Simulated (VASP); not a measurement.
BP, 2 atoms in the cell. Symmetry: F-43m, No. 216, cubic system. The conventional cell has a = 4.506 Å, b = 4.506 Å, c = 4.506 Å, α = 90.00°, β = 90.00°, γ = 90.00°. Within 2.6 Å of B (site symmetry -43m) lie 4 P at 1.95 Å. P (site symmetry -43m) has 4 B at 1.95 Å within 2.6 Å. 

| Item | Value |
| --- | --- |
| Program | VASP 6.6.1 |
| Task | single point |
| Functional | LDA |
| Potentials or basis | VASP PAW LDA potentials, release 64 (B, P) |
| Cutoff | 520 eV |
| k mesh | 8 × 8 × 8 |
| Occupations | fermi-dirac, width 0.02 eV |
| Spin | no spin polarisation |
| Dipole correction | no |
| Further INCAR settings | ALGO = Normal; EDIFF = 1e-06; NBANDS = 11 |

Potentials or basis: VASP PAW LDA potentials, release 64 (B, P).

Launch:

```console
$ cat potpaw_LDA.64/B/POTCAR potpaw_LDA.64/P/POTCAR > POTCAR
$ mpirun -np 1 vasp_std > vasp.out
```

Hardware: 1 thread of AMD EPYC 7R13 Processor (Zen 3), with other jobs on the host.

How long does it take, and how much memory?

Run time: 4.1 s on 1 thread of AMD EPYC 7R13 Processor (Zen 3), on a shared host, peak memory 0.09 GiB. Counts: scf iterations 12, k points 29.
